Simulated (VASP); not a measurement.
Write the native input for VASP 6.6.1 that does the following.

| Quantity | Value |
| --- | --- |
| Task | single point |
| Functional | PBE |
| Potentials or basis | VASP PAW PBE potentials, release 64 (Sn_d, Ge_d, P) |
| Cutoff | 520 eV |
| k mesh | 4 × 4 × 4 |
| Occupations | gaussian, width 0.1 eV |
| Spin | no spin polarisation |
| Dipole correction | no |
| Further INCAR settings | ALGO = Normal; EDIFF = 1e-06; NBANDS = 34 |

The structure of Sn2GeP2 lies in POSCAR:

```
Sn2GeP2
1.0
   -2.8220109158      2.8220109158      3.6511038694
    2.8220109158     -2.8220109158      3.6511038694
    2.8220109158      2.8220109158     -3.6511038694
Sn Ge P
2 1 2
Direct
    0.7500112057      0.7500112057      0.0000000000
    0.2499887943      0.2499887943      0.0000000000
    0.7500000000      0.2500000000      0.5000000000
    0.0930253163      0.5930253163      0.5000000000
    0.4069746837      0.9069746837      0.5000000000
```

The cell was built from a structure type or drawn by symmetry, and may not be a known phase.

One way to write it, as run:

INCAR

```
PREC = Accurate
ENCUT = 520
EDIFF = 1E-6
ISMEAR = 0
SIGMA = 0.1
LREAL = F
LASPH = T
NELM = 80
ALGO = Normal
ISIF = 2
LWAVE = F
LCHARG = F
GGA = PE
NBANDS = 34
```

KPOINTS

```
Automatic mesh
0
Gamma
  4 4 4
```

Potentials or basis: VASP PAW PBE potentials, release 64 (Sn_d, Ge_d, P).

Launch:

```console
$ cat potpaw_PBE.64/Sn_d/POTCAR potpaw_PBE.64/Ge_d/POTCAR potpaw_PBE.64/P/POTCAR > POTCAR
$ mpirun -np 1 vasp_std > vasp.out
```

It gave:

| Property | Result |
| --- | --- |
| Pressure | -0.1 GPa |
| Largest force | 0.020 eV/Å |
| Band gap on the k mesh | zero (bands 26 and 27 overlap by 2.33 eV) |

Caveat: spin-orbit coupling is left out, which moves the levels of the heavy elements.

It took 24 s on 1 thread of Intel(R) Xeon(R) 6975P-C (Granite Rapids), on a shared host, peak memory 0.25 GiB.
